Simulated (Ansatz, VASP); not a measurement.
One calculation of Al2Au, two programs

```xyz
3
Lattice="0.0000 2.9440 2.9440 2.9440 0.0000 2.9440 2.9440 2.9440 0.0000" Properties=species:S:1:pos:R:3 pbc="T T T"
Al    1.4720    1.4720    1.4720
Al    4.4160    4.4160    4.4160
Au    0.0000    0.0000    0.0000
```

Alike in both runs: functional r2SCAN; k mesh 10 × 10 × 10; occupations fermi-dirac, width 0.1 eV; no spin polarisation.

Ansatz relaxed the structure, and its values are those at the end. VASP's run is a single point on that final structure, the one shown.

```csv
,VASP,Ansatz
version,VASP 6.6.1,Ansatz 0.2.0
potentials or method,"VASP PAW PBE potentials, release 64 (Al, Au), cutoff 520 eV",PAW plane waves
valence electrons in the cell,17,25
```

|  | VASP | Ansatz | Ansatz less VASP |
| --- | --- | --- | --- |
| pressure (GPa) | 8.1 | 8.5 | +0.35 |

VASP's potentials were made for PBE, not for r2SCAN. The functional is the same, so the differences come from potentials, cutoffs and numerics. VASP's potentials hold 17 valence electrons a cell and Ansatz's 25, so a difference there can come from the potentials and not from the codes. Ansatz's warnings: stress scf threshold loose.

Neither program's run includes spin-orbit coupling.
